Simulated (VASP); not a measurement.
# Li26CuF27 (a cell with a defect) in VASP: electric field gradients with PBE

Aim: the electric field gradients of Li26CuF27 (a cell with a defect) with PBE.

Everything below comes from runs of VASP 6.6.1. Logs are shortened: lines on timing, memory, paths and dates and some standing lists are left out, and cuts for length are marked.

**1. The cell of the first run**

The cell holds a defect, 54 atoms: a = 8.545 Å, b = 8.545 Å, c = 8.545 Å, α = 60.00°, β = 60.00°, γ = 60.00°.

**2. Electric field gradients, PBE**

Contents of INCAR:

```
PREC = Accurate ; ENCUT = 520
EDIFF = 1E-8 ; ISMEAR = -1
SIGMA = 0.01 ; LREAL = Auto
LASPH = True ; NELM = 60
ALGO = Normal ; ISIF = 2
LWAVE = False ; LCHARG = False
GGA = PE ; LEFG = True
NBANDS = 172
```

Contents of KPOINTS:

```
Automatic mesh
0
Gamma
  3 3 3
```

Contents of POSCAR:

```
Li26CuF27
1.0
    0.0000000000      6.0420000000      6.0420000000
    6.0420000000      0.0000000000      6.0420000000
    6.0420000000      6.0420000000      0.0000000000
Cu Li F
1 26 27
Direct
    0.0000000000      0.0000000000      0.0000000000
    0.0000000000      0.0000000000      0.3333333333
    0.0000000000      0.0000000000      0.6666666667
    0.0000000000      0.3333333333      0.0000000000
    0.0000000000      0.3333333333      0.3333333333
    0.0000000000      0.3333333333      0.6666666667
    0.0000000000      0.6666666667      0.0000000000
    0.0000000000      0.6666666667      0.3333333333
    0.0000000000      0.6666666667      0.6666666667
    0.3333333333      0.0000000000      0.0000000000
    0.3333333333      0.0000000000      0.3333333333
    0.3333333333      0.0000000000      0.6666666667
    0.3333333333      0.3333333333      0.0000000000
    0.3333333333      0.3333333333      0.3333333333
    0.3333333333      0.3333333333      0.6666666667
    0.3333333333      0.6666666667      0.0000000000
    0.3333333333      0.6666666667      0.3333333333
    0.3333333333      0.6666666667      0.6666666667
    0.6666666667      0.0000000000      0.0000000000
    0.6666666667      0.0000000000      0.3333333333
    0.6666666667      0.0000000000      0.6666666667
    0.6666666667      0.3333333333      0.0000000000
    0.6666666667      0.3333333333      0.3333333333
    0.6666666667      0.3333333333      0.6666666667
    0.6666666667      0.6666666667      0.0000000000
    0.6666666667      0.6666666667      0.3333333333
    0.6666666667      0.6666666667      0.6666666667
    0.1666666667      0.1666666667      0.1666666667
    0.1666666667      0.1666666667      0.5000000000
    0.1666666667      0.1666666667      0.8333333333
    0.1666666667      0.5000000000      0.1666666667
    0.1666666667      0.5000000000      0.5000000000
    0.1666666667      0.5000000000      0.8333333333
    0.1666666667      0.8333333333      0.1666666667
    0.1666666667      0.8333333333      0.5000000000
    0.1666666667      0.8333333333      0.8333333333
    0.5000000000      0.1666666667      0.1666666667
    0.5000000000      0.1666666667      0.5000000000
    0.5000000000      0.1666666667      0.8333333333
    0.5000000000      0.5000000000      0.1666666667
    0.5000000000      0.5000000000      0.5000000000
    0.5000000000      0.5000000000      0.8333333333
    0.5000000000      0.8333333333      0.1666666667
    0.5000000000      0.8333333333      0.5000000000
    0.5000000000      0.8333333333      0.8333333333
    0.8333333333      0.1666666667      0.1666666667
    0.8333333333      0.1666666667      0.5000000000
    0.8333333333      0.1666666667      0.8333333333
    0.8333333333      0.5000000000      0.1666666667
    0.8333333333      0.5000000000      0.5000000000
    0.8333333333      0.5000000000      0.8333333333
    0.8333333333      0.8333333333      0.1666666667
    0.8333333333      0.8333333333      0.5000000000
    0.8333333333      0.8333333333      0.8333333333
```

Potentials or basis: VASP PAW PBE potentials, release 64 (Cu, Li_sv, F).

Command:

```bash
$ cat potpaw_PBE.64/Cu/POTCAR potpaw_PBE.64/Li_sv/POTCAR potpaw_PBE.64/F/POTCAR > POTCAR
$ mpirun -np 1 vasp_std > vasp.out
```

OUTCAR:

```text
PREC = Accurate
   ENCUT = 520
   EDIFF = 1E-8
   ISMEAR = -1
   LREAL = Auto
   LASPH = True
   NELM = 60
   ISIF = 2
   GGA = PE

 ion  position               nearest neighbor table
   1  0.000  0.000  0.000-  30 2.01  34 2.01  36 2.01  46 2.01  48 2.01  52 2.01
   2  0.000  0.000  0.333-  34 2.01  46 2.01  35 2.01  28 2.01  47 2.01  53 2.01
   3  0.000  0.000  0.667-  36 2.01  48 2.01  29 2.01  47 2.01  35 2.01  54 2.01
   4  0.000  0.333  0.000-  30 2.01  46 2.01  33 2.01  28 2.01  49 2.01  51 2.01
   5  0.000  0.333  0.333-  28 2.01  47 2.01  49 2.01  29 2.01  31 2.01  50 2.01
   6  0.000  0.333  0.667-  29 2.01  30 2.01  48 2.01  51 2.01  50 2.01  32 2.01
[... 46 lines left out ...]
  53  0.833  0.833  0.500-  27 2.01  20 2.01   8 2.01   2 2.01  21 2.01   9 2.01
  54  0.833  0.833  0.833-   9 2.01  21 2.01  25 2.01  19 2.01   7 2.01   3 2.01

  LATTYP: Found a face centered cubic cell.
 ALAT       =    12.0840000000

  Lattice vectors:

 A1 = (   0.0000000000,   6.0420000000,   6.0420000000)
 A2 = (   6.0420000000,   0.0000000000,   6.0420000000)
 A3 = (   6.0420000000,   6.0420000000,   0.0000000000)

Analysis of symmetry for initial positions (statically):
=====================================================================
 Subroutine PRICEL returns:
 Original cell was already a primitive cell.

 Routine SETGRP: Setting up the symmetry group for a
 face centered cubic supercell.

 Subroutine GETGRP returns: Found 48 space group operations
 (whereof 48 operations were pure point group operations)
 out of a pool of 48 trial point group operations.

The static configuration has the point symmetry O_h .

Analysis of symmetry for dynamics (positions and initial velocities):
=====================================================================
 Subroutine PRICEL returns:
 Original cell was already a primitive cell.

 Routine SETGRP: Setting up the symmetry group for a
 face centered cubic supercell.

 Subroutine GETGRP returns: Found 48 space group operations
 (whereof 48 operations were pure point group operations)
 out of a pool of 48 trial point group operations.

The dynamic configuration has the point symmetry O_h .

 Subroutine INISYM returns: Found 48 space group operations
 (whereof 48 operations are pure point group operations),
 and found     1 'primitive' translations

----------------------------------------------------------------------------------------

                                     Primitive cell

  volume of cell :     441.1357

  direct lattice vectors                    reciprocal lattice vectors
     0.000000000  6.042000000  6.042000000    -0.082754055  0.082754055  0.082754055
     6.042000000  0.000000000  6.042000000     0.082754055 -0.082754055  0.082754055
     6.042000000  6.042000000  0.000000000     0.082754055  0.082754055 -0.082754055

  length of vectors
     8.544678344  8.544678344  8.544678344     0.143334228  0.143334228  0.143334228

  position of ions in fractional coordinates (direct lattice)
     0.000000000  0.000000000  0.000000000
     0.000000000  0.000000000  0.333333333
     0.000000000  0.000000000  0.666666667
     0.000000000  0.333333333  0.000000000
     0.000000000  0.333333333  0.333333333
     0.000000000  0.333333333  0.666666667
[... 46 lines left out ...]
     0.833333333  0.833333333  0.500000000
     0.833333333  0.833333333  0.833333333

  ion indices of the primitive-cell ions
   primitive index   ion index
                 1           1
                 2           2
                 3           3
                 4           4
                 5           5
                 6           6
[... 46 lines left out ...]
                53          53
                54          54

----------------------------------------------------------------------------------------
[... 55 lines left out ...]
   ISIF   =      2    stress and relaxation
   ISYM   =      2    0-nonsym 1-usesym 2-fastsym
   POTIM  = 0.5000    time-step for ionic-motion
   TEBEG  =    0.0;   TEEND  =   0.0 temperature during run
   PSTRESS=    0.0 pullay stress
   NELECT =     278.0000    total number of electrons
   NUPDOWN=      -1.0000    fix difference up-down
   EMIN   =  10.00;   EMAX   =-10.00  energy-range for DOS
   EFERMI =   0.00;   METHOD = LEGACY
   ISMEAR =    -1;   SIGMA  =   0.01  broadening in eV -4-tet -1-fermi 0-gaus
   EFERMI_NEDOS =   21; number of points for ismear=-14 and -15
   IALGO  =     38    algorithm
   IMIX   =      4    mixing-type and parameters
     AMIX     =   0.40;   BMIX     =  1.00
     AMIX_MAG =   1.60;   BMIX_MAG =  1.00
  volume/ion in A,a.u.               =       8.17        55.13
  Fermi-wavevector in a.u.,A,eV,Ry     =   1.403565  2.652352 26.803386  1.969993
  Thomas-Fermi vector in A             =   2.526214
   LORBIT       =      0    0 simple, 1 ext, 2 COOP (PROOUT), +10 PAW based schemes
   GGA     = PE    functional components
   LHFCALC =     F    Hartree Fock is set to
   AEXX    =    0.0000 exact exchange contribution
   IVDW    =     0    specifies the selected vdW correction
   LEPSILON=     F    determine dielectric tensor
   LRPA    =     F    only Hartree local field effects (RPA)
 non-spin polarized calculation
  energy-cutoff  :      520.00
  volume of cell :      441.14
 maximum number of plane-waves:     11935
   NGX = 31   NGY = 31   NGZ = 31

 number of electron     278.0000020 magnetization

 Free energy of the ion-electron system (eV)
  ---------------------------------------------------
  ext. energy  EPLUGINS =         0.00000000
  ---------------------------------------------------
  free energy    TOTEN  =      -256.21047682 eV

  energy without entropy =     -256.21047682  energy(sigma->0) =     -256.21047682

 E-fermi :   5.8763     XC(G=0): -10.1011

 val. band max:        5.5070500928   @ k =   0.0000   0.0000   0.0000
 cond. band min:       7.8386919987   @ k =   0.0000   0.0000   0.0000
 fundamental gap:      2.3316419060
 Fermi energy:         5.8763365546

 k-point     1 :       0.0000    0.0000    0.0000
  band No.  band energies     occupation
      1     -41.8047      2.00000
      2     -41.7666      2.00000
      3     -41.7666      2.00000
      4     -41.7666      2.00000
      5     -41.7641      2.00000
      6     -41.7641      2.00000
[... 605 lines left out ...]
    150      10.9533      0.00000
    151      10.9542      0.00000
 [bands above 151 left out]

------------------------ aborting loop because EDIFF is reached ----------------------------------------

  FORCE on cell =-STRESS in cart. coord.  units (eV):
  Direction    XX          YY          ZZ          XY          YZ          ZX
  --------------------------------------------------------------------------------------
  -------------------------------------------------------------------------------------
  Total       12.3623813     12.3623813     12.3623813      0.0000000      0.0000000      0.0000000
  in kB       44.8994023     44.8994023     44.8994023      0.0000000      0.0000000      0.0000000
  external PRESSURE =      44.8994023 kB  Pullay stress =       0.0000000 kB

 VOLUME and BASIS-vectors are now :
 -----------------------------------------------------------------------------
  energy-cutoff  :      520.00
  volume of cell :      441.14
      direct lattice vectors                 reciprocal lattice vectors
     0.000000000  6.042000000  6.042000000    -0.082754055  0.082754055  0.082754055
     6.042000000  0.000000000  6.042000000     0.082754055 -0.082754055  0.082754055
     6.042000000  6.042000000  0.000000000     0.082754055  0.082754055 -0.082754055

 POSITION                                       TOTAL-FORCE (eV/Angst)
 -----------------------------------------------------------------------------------
      0.00000      0.00000      0.00000        -0.000000     -0.000000     -0.000000
      2.01400      2.01400      0.00000         0.000531      0.000531     -0.000000
      4.02800      4.02800      0.00000        -0.000531     -0.000531     -0.000000
      2.01400      0.00000      2.01400         0.000531     -0.000000      0.000531
      4.02800      2.01400      2.01400         0.002816     -0.002816     -0.002816
      6.04200      4.02800      2.01400        -0.000000     -0.000531      0.000531
[... 46 lines left out ...]
      8.05600      8.05600     10.07000         0.000806      0.000806     -0.000806
     10.07000     10.07000     10.07000        -0.000806     -0.000806     -0.000806
 -----------------------------------------------------------------------------------
    total drift:                               -0.000000     -0.000000      0.000000

  FREE ENERGIE OF THE ION-ELECTRON SYSTEM (eV)
  ---------------------------------------------------
  free  energy   TOTEN  =      -256.2104768218 eV

  energy  without entropy=     -256.2104768218  energy(sigma->0) =     -256.21047682

 Electric field gradients (V/A^2)
---------------------------------------------------------------------
 ion       V_xx      V_yy      V_zz      V_xy      V_xz      V_yz
---------------------------------------------------------------------
   1       0.000     0.000    -0.000     0.000     0.000     0.000
   2       0.007     0.007    -0.014     0.001     0.002     0.002
   3       0.007     0.007    -0.014     0.001     0.002     0.002
   4       0.007    -0.014     0.007     0.002     0.001     0.002
   5      -0.003     0.001     0.001     0.005     0.005    -0.001
   6      -0.019     0.010     0.010     0.005     0.005     0.008
[... 46 lines left out ...]
  53       0.001     0.001    -0.002     0.085    -0.082    -0.082
  54       0.000    -0.000     0.000     0.087     0.087     0.087
---------------------------------------------------------------------

 Electric field gradients after diagonalization (V/A^2)
 (convention: |V_zz| > |V_xx| > |V_yy|)
----------------------------------------------------------------------
 ion       V_xx      V_yy      V_zz     asymmetry (V_yy - V_xx)/ V_zz
----------------------------------------------------------------------
   1      -0.000    -0.000     0.000       0.000
   2       0.009     0.006    -0.014       0.194
   3       0.009     0.006    -0.014       0.194
   4       0.009     0.006    -0.014       0.194
   5       0.006     0.002    -0.008       0.475
   6       0.019     0.002    -0.021       0.847
[... 46 lines left out ...]
  53      -0.084    -0.082     0.166       0.016
  54      -0.087    -0.087     0.174       0.000
----------------------------------------------------------------------

           NMR quadrupolar parameters

 Cq : quadrupolar parameter    Cq=e*Q*V_zz/h
 eta: asymmetry parameters     (V_yy - V_xx)/ V_zz
 Q  : nuclear electric quadrupole moment in mb (millibarn)
----------------------------------------------------------------------
 ion       Cq(MHz)       eta       Q (mb)
----------------------------------------------------------------------
   1       0.000       0.000       1.000
   2      -0.000       0.194       1.000
   3      -0.000       0.194       1.000
   4      -0.000       0.194       1.000
   5      -0.000       0.475       1.000
   6      -0.000       0.847       1.000
[... 46 lines left out ...]
  53       0.000       0.016       1.000
  54       0.000       0.000       1.000
----------------------------------------------------------------------
```

Wall time 13 min (1 thread of Intel Xeon Platinum 8375C at 2.90GHz (Ice Lake), shared host); peak memory 0.67 GiB.

What came out:

| Item | Value |
| --- | --- |
| Free energy | -256.2105 eV |
| Largest force | 1.840 eV/Å |
| Band gap on the k mesh | 2.33 eV |
| Largest electric field gradient by atom | Cu -0.0; Li -0.0, +0.0 (each value once); F +0.2, +18.1, +0.1, +0.0 (each value once) V/Å² |

Forces on the atoms (eV/Å):
```
Cu   0.000  0.000  0.000
Li   0.001  0.001  0.000
Li  -0.001 -0.001  0.000
Li   0.001  0.000  0.001
Li   0.003 -0.003 -0.003
Li   0.000 -0.001  0.001
Li  -0.001  0.000 -0.001
Li   0.000  0.001 -0.001
Li  -0.003  0.003  0.003
Li   0.000  0.001  0.001
Li  -0.003  0.003 -0.003
Li  -0.001  0.000  0.001
Li  -0.003 -0.003  0.003
Li   0.003  0.003  0.003
Li   0.000  0.000  0.029
Li  -0.001  0.001  0.000
Li   0.000  0.029  0.000
Li  -0.029  0.000  0.000
Li   0.000 -0.001 -0.001
Li   0.001  0.000 -0.001
Li   0.003 -0.003  0.003
Li   0.001 -0.001  0.000
Li   0.029  0.000  0.000
Li   0.000 -0.029  0.000
Li   0.003  0.003 -0.003
Li   0.000  0.000 -0.029
Li  -0.003 -0.003 -0.003
F    0.001  0.001  0.001
F   -0.001 -0.001  0.001
F    0.000  0.000  1.840
F   -0.001  0.001 -0.001
F    0.000 -0.003 -0.003
F    0.003  0.000 -0.003
F    0.000  1.840  0.000
F    0.003 -0.003  0.000
F   -1.840  0.000  0.000
F    0.001 -0.001 -0.001
F   -0.003  0.000 -0.003
F    0.000  0.003 -0.003
F   -0.003 -0.003  0.000
F    0.000  0.000  0.000
F    0.003  0.003  0.000
F    0.000 -0.003  0.003
F    0.003  0.000  0.003
F   -0.001  0.001  0.001
F    1.840  0.000  0.000
F   -0.003  0.003  0.000
F    0.000 -1.840  0.000
F   -0.003  0.000  0.003
F    0.000  0.003  0.003
F    0.001 -0.001  0.001
F    0.000  0.000 -1.840
F    0.001  0.001 -0.001
F   -0.001 -0.001 -0.001
```

Levels at points of the mesh, in eV from the valence-band top:
```csv
k point,band 137,band 138,band 139,band 140,band 141,band 142
"(0.00, 0.00, 0.00)",-1.00,0.00,0.00,2.33,3.76,4.26
```

Electric field gradients, principal values (V/Å²):
```tsv
atom	least	middle	greatest (by size)
1 Cu	0.000	0.000	0.000
2 Li	0.006	0.009	-0.014
3 Li	0.006	0.009	-0.014
4 Li	0.006	0.009	-0.014
5 Li	0.002	0.006	-0.008
6 Li	0.002	0.019	-0.021
7 Li	0.006	0.009	-0.014
8 Li	0.002	0.019	-0.021
9 Li	0.002	0.006	-0.008
10 Li	0.006	0.009	-0.014
11 Li	0.002	0.006	-0.008
12 Li	0.002	0.019	-0.021
13 Li	0.002	0.006	-0.008
14 Li	-0.001	-0.001	0.002
15 Li	-0.001	-0.004	0.004
16 Li	0.002	0.019	-0.021
17 Li	-0.001	-0.004	0.004
18 Li	-0.001	-0.004	0.004
19 Li	0.006	0.009	-0.014
20 Li	0.002	0.019	-0.021
21 Li	0.002	0.006	-0.008
22 Li	0.002	0.019	-0.021
23 Li	-0.001	-0.004	0.004
24 Li	-0.001	-0.004	0.004
25 Li	0.002	0.006	-0.008
26 Li	-0.001	-0.004	0.004
27 Li	-0.001	-0.001	0.002
28 F	-0.087	-0.087	0.174
29 F	-0.082	-0.084	0.166
30 F	-9.047	-9.052	18.099
31 F	-0.082	-0.084	0.166
32 F	-0.020	-0.040	0.060
33 F	-0.025	-0.043	0.069
34 F	-9.047	-9.052	18.099
35 F	-0.025	-0.043	0.069
36 F	-9.047	-9.052	18.099
37 F	-0.082	-0.084	0.166
38 F	-0.020	-0.040	0.060
39 F	-0.025	-0.043	0.069
40 F	-0.020	-0.040	0.060
41 F	-0.006	-0.006	0.012
42 F	-0.020	-0.040	0.060
43 F	-0.025	-0.043	0.069
44 F	-0.020	-0.040	0.060
45 F	-0.082	-0.084	0.166
46 F	-9.047	-9.052	18.099
47 F	-0.025	-0.043	0.069
48 F	-9.047	-9.052	18.099
49 F	-0.025	-0.043	0.069
50 F	-0.020	-0.040	0.060
51 F	-0.082	-0.084	0.166
52 F	-9.047	-9.052	18.099
53 F	-0.082	-0.084	0.166
54 F	-0.087	-0.087	0.174
```

Caveat: the cutoff is under 1.25 times the usual one of these potentials, so pressure, stress and relaxed cells hold a basis-set (Pulay) error; without QUAD_EFG the Cq values of the log hold for a quadrupole moment of 1 mb, not for the nuclei.
